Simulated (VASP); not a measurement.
Set up this calculation in VASP 6.6.1, as the native input.

```
Task                               : single point
Functional                         : HSE06
Potentials or basis                : VASP PAW PBE potentials, release 64 (Ni, O)
Cutoff                             : 520 eV
k mesh                             : 5 × 5 × 5
Occupations                        : fermi-dirac, width 0.05 eV
Spin                               : collinear spin, ferromagnetic start
Starting moments                   : [1.0, 0.0] μB
Dipole correction                  : no
Grid for exact exchange (PRECFOCK) : Normal
Further INCAR settings             : ALGO = Normal; EDIFF = 1e-06; NBANDS = 19
Screening parameter                : 0.2079 1/Å
```

The system is NiO.

```xyz
2
Lattice="0.0000 2.2225 2.2225 2.2225 0.0000 2.2225 2.2225 2.2225 0.0000" Properties=species:S:1:pos:R:3 pbc="T T T"
Ni    0.0000    0.0000    0.0000
O     1.1113    1.1113    1.1113
```

One way to write it, as run:

POSCAR

```
NiO
1.0
    0.0000000000      2.2225401228      2.2225401228
    2.2225401228      0.0000000000      2.2225401228
    2.2225401228      2.2225401228      0.0000000000
Ni O
1 1
Direct
    0.0000000000      0.0000000000      0.0000000000
    0.2500000000      0.2500000000      0.2500000000
```

INCAR.step1

```
  PREC = Accurate
  ENCUT = 520
  EDIFF = 1E-5
  ISMEAR = -1
  SIGMA = 0.05
  LREAL = False
  LASPH = True
  NELM = 150
  ALGO = Normal
  ISIF = 2
  LWAVE = True
  ISPIN = 2
  MAGMOM = 1 0
  LORBIT = 11
  LMAXMIX = 4
  NBANDS = 19
  GGA = PE
```

INCAR.step2

```
  PREC = Accurate
  ENCUT = 520
  EDIFF = 1E-6
  ISMEAR = -1
  SIGMA = 0.05
  LREAL = False
  LASPH = True
  NELM = 150
  ALGO = Normal
  ISIF = 2
  LWAVE = False
  LCHARG = True
  ISPIN = 2
  MAGMOM = 1 0
  LORBIT = 11
  LMAXMIX = 4
  GGA = PE
  LHFCALC = True
  HFSCREEN = 0.2079
  PRECFOCK = Normal
  LELF = True
  LVHAR = True
  NBANDS = 19
  ISTART = 1
```

KPOINTS

```
regular mesh
0
Gamma
  5 5 5
```

Potentials or basis: VASP PAW PBE potentials, release 64 (Ni, O).

Launch:

```bash
$ cat potpaw_PBE.64/Ni/POTCAR potpaw_PBE.64/O/POTCAR > POTCAR
$ cp INCAR.step1 INCAR
$ mpirun -np 1 vasp_std > vasp.out
$ cp INCAR.step2 INCAR
$ mpirun -np 1 vasp_std > vasp.out
```

It gave:

```json
{"Pressure": "0.7 GPa", "Band gap on the k mesh": "zero (filled and empty bands overlap)", "Net moment": "2.00 μB per cell", "Site moments": "Ni +1.65; O +0.34 μB", "Valence electrons inside the program's atomic spheres": "Ni 9.12; O 5.04"}
```

Caveat: the k points lie up to 0.49 Å⁻¹ apart; the PAW data sets were made with another functional, which shifts forces and pressure a little; a cell with one magnetic atom can't hold antiferromagnetic order, which such compounds often take.

Run time: 35 min on 1 thread of AMD EPYC 7R43 64-Core Processor (Zen 3), on a shared host, peak memory 0.22 GiB.
